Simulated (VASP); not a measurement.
Sb, 1 atom in the cell. It takes space group Pm-3m (No. 221, cubic). Conventional cell: a = 3.101 Å, b = 3.101 Å, c = 3.101 Å, α = 90.00°, β = 90.00°, γ = 90.00°. Within 4.1 Å of Sb (site symmetry m-3m) lie 6 Sb at 3.10 Å. This isn't the form of Sb at room conditions, which is rhombohedral.

```yaml
Program: VASP 6.6.1
Task: single point
Functional: LDA
Potentials_or_basis: VASP PAW LDA potentials, release 64 (Sb)
Cutoff: 500 eV
k_mesh: 14 × 14 × 14
Occupations: gaussian, width 0.1 eV
Spin: no spin polarisation
Dipole_correction: no
Further_INCAR_settings: ALGO = Normal; EDIFF = 1e-06; NBANDS = 8
```

Potentials or basis: VASP PAW LDA potentials, release 64 (Sb).

Run with:

```sh
$ cat potpaw_LDA.64/Sb/POTCAR > POTCAR
$ mpirun -np 1 vasp_std > vasp.out
```

Hardware: 1 thread of Intel(R) Xeon(R) 6975P-C (Granite Rapids), with other jobs on the host.

Question: How long does it take, and how much memory?

Answer: Wall time 5.4 s on 1 thread of Intel(R) Xeon(R) 6975P-C (Granite Rapids) (shared host), peak memory 0.14 GiB. Counts: scf iterations 9, k points 120.
